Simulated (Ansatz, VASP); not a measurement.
Two plane-wave programs on ZnS

```
Zn S
1.0
    -3.80672    0.00000    0.00000
    -1.90336   -3.29672    0.00000
     0.00000    0.00000   12.49147
Zn S
4 4
Direct
  0.33333 0.33333 0.00269
  0.33333 0.33333 0.50269
  0.66667 0.66667 0.25269
  0.66667 0.66667 0.75269
  0.33333 0.33333 0.18981
  0.33333 0.33333 0.68981
  0.66667 0.66667 0.43981
  0.66667 0.66667 0.93981
```

Alike in both runs: task single point; functional r2SCAN; k mesh 7 × 7 × 2; occupations gaussian, width 0.05 eV; no spin polarisation.

|  | VASP | Ansatz |
| --- | --- | --- |
| version | VASP 6.6.1 | Ansatz 0.2.0 |
| potentials or method | VASP PAW PBE potentials, release 64 (Zn, S), cutoff 520 eV | scalar-relativistic, plane waves, PAW |
| valence electrons in the cell | 72 | 72 |

```csv
,VASP,Ansatz,Ansatz less VASP
gap on the k mesh at the Fermi level (eV),2.79,2.78,-0.010
least direct gap on the mesh (eV),2.79,2.78,-0.010
pressure (GPa),0.0,0.0,-0.04
```

VASP's potentials were made for PBE, not for r2SCAN.
